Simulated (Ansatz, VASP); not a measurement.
## One calculation of GaP, two programs

Contents of INCAR:

```
SYSTEM = GaP
PREC = Accurate
ENCUT = 520
EDIFF = 1E-6
ISMEAR = 0
SIGMA = 0.05
LREAL = .False.
LASPH = .True.
NELM = 60
ALGO = Normal
ISIF = 2
LWAVE = .False.
LCHARG = .False.
GGA = PS
NBANDS = 16
```

File KPOINTS:

```
regular mesh
0
Gamma
  10 10 10
  0 0 0
```

The input POSCAR:

```
GaP
1.0
    0.0000000000      2.8020576903      2.5778930751
    2.8020576903      0.0000000000      2.5778930751
    2.8020576903      2.8020576903      0.0000000000
Ga P
1 1
Direct
    0.0000000000      0.0000000000      0.0000000000
    0.7500000000      0.7500000000      0.7500000000
```

Input for Ansatz:

```yaml
crystal:
  lattice:
    - [0.0, 2.8020576903, 2.5778930751]
    - [2.8020576903, 0.0, 2.5778930751]
    - [2.8020576903, 2.8020576903, 0.0]
  atoms:
    - { symbol: Ga, position: [0.0, 0.0, 0.0] }
    - { symbol: P, position: [0.75, 0.75, 0.75] }
basis:
  ecutwfc: 420
kpoints:
  mp_grid: { grid: [10, 10, 10] }
hamiltonian:
  xc: pbesol
scf:
  occupations: { method: gaussian, width: 0.05 }
output:
  forces: true
  stress: true
  eigenvalues: true
```

Alike in both runs: task single point; functional PBEsol; k mesh 10 × 10 × 10; occupations gaussian, width 0.05 eV; no spin polarisation.

```csv
,VASP,Ansatz
version,VASP 6.6.1,Ansatz 0.2.0
potentials or method,"VASP PAW PBE potentials, release 64 (Ga_d, P), cutoff 520 eV","scalar-relativistic, plane waves, PAW"
valence electrons in the cell,18,18
```

|  | VASP | Ansatz | Ansatz less VASP |
| --- | --- | --- | --- |
| gap on the k mesh at the Fermi level (eV) | 0.72 | 0.72 | 0.000 |
| least direct gap on the mesh (eV) | 1.43 | 1.43 | -0.007 |
| pressure (GPa) | -0.8 | -0.7 | +0.08 |
| traceless stress, the component that is largest in VASP (GPa) | 3.53 | 3.52 | -0.013 |

VASP's potentials were made for PBE, not for PBEsol. With one functional, cell and mesh, what is left measures potentials, basis and numerics.
